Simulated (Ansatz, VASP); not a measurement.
Au: VASP beside Ansatz

The input POSCAR:

```
Au
1.0
    2.8902925734      0.0000000000      0.0000000000
   -1.4451462867      2.5030667929      0.0000000000
    0.0000000000      0.0000000000      4.7430978028
Au
2
Direct
    0.3333333333      0.6666666667      0.7500000000
    0.6666666667      0.3333333333      0.2500000000
```

Contents of INCAR.step1:

```
SYSTEM = Au
  PREC = Accurate
  ENCUT = 520
  ISMEAR = 0
  SIGMA = 0.15
  LREAL = .False.
  LASPH = .True.
  NELM = 100
  NBANDS = 18
  GGA = PE
  ALGO = Normal
  EDIFF = 1E-4
  LWAVE = .True.
  LCHARG = .False.
```

Contents of INCAR.step2:

```
SYSTEM = Au
  PREC = Accurate
  ENCUT = 520
  EDIFF = 1E-6
  ISMEAR = 0
  SIGMA = 0.15
  LREAL = .False.
  LASPH = .True.
  NELM = 100
  ALGO = Normal
  ISIF = 2
  LWAVE = .False.
  LCHARG = .True.
  METAGGA = R2SCAN
  LMIXTAU = .True.
  LELF = .True.
  LVHAR = .True.
  NBANDS = 18
  ISTART = 1
```

The input KPOINTS:

```
regular mesh
0
Gamma
  24 24 12
  0 0 0
```

Input for Ansatz:

```yaml
crystal:
  lattice:
    - [2.8902925734, 0.0, 0.0]
    - [-1.4451462867, 2.5030667929, 0.0]
    - [0.0, 0.0, 4.7430978028]
  atoms:
    - { symbol: Au, position: [0.3333333333, 0.6666666667, 0.75] }
    - { symbol: Au, position: [0.6666666667, 0.3333333333, 0.25] }
basis:
  ecutwfc: 500
kpoints:
  mp_grid: { grid: [24, 24, 12] }
hamiltonian:
  xc: r2scan
scf:
  occupations: { method: gaussian, width: 0.15 }
output:
  forces: true
  stress: true
  eigenvalues: true
```

Change from the starting cell: strain +0.000 along x and y, -0.025 along z, atoms carried along.

Alike in both runs: task single point; functional r2SCAN; k mesh 24 × 24 × 12; occupations gaussian, width 0.15 eV; no spin polarisation.

```csv
,VASP,Ansatz
version,VASP 6.6.1,Ansatz 0.2.0
potentials or method,"VASP PAW PBE potentials, release 64 (Au), cutoff 520 eV","scalar-relativistic, plane waves, PAW"
valence electrons in the cell,22,38
```

|  | VASP | Ansatz | Ansatz less VASP |
| --- | --- | --- | --- |
| gap on the k mesh at the Fermi level (eV) | none | none | - |
| pressure (GPa) | 4.3 | 3.9 | -0.32 |
| traceless stress, the component that is largest in VASP (GPa) | 1.09 | 1.09 | -0.001 |

VASP's potentials were made for PBE, not for r2SCAN. A gap of «none» marks a metal or a gap that the smearing closes. The functional is the same, so the differences come from potentials, cutoffs and numerics. VASP's potentials hold 22 valence electrons a cell and Ansatz's 38, so a difference there can come from the potentials and not from the codes.

Neither program's run includes spin-orbit coupling.
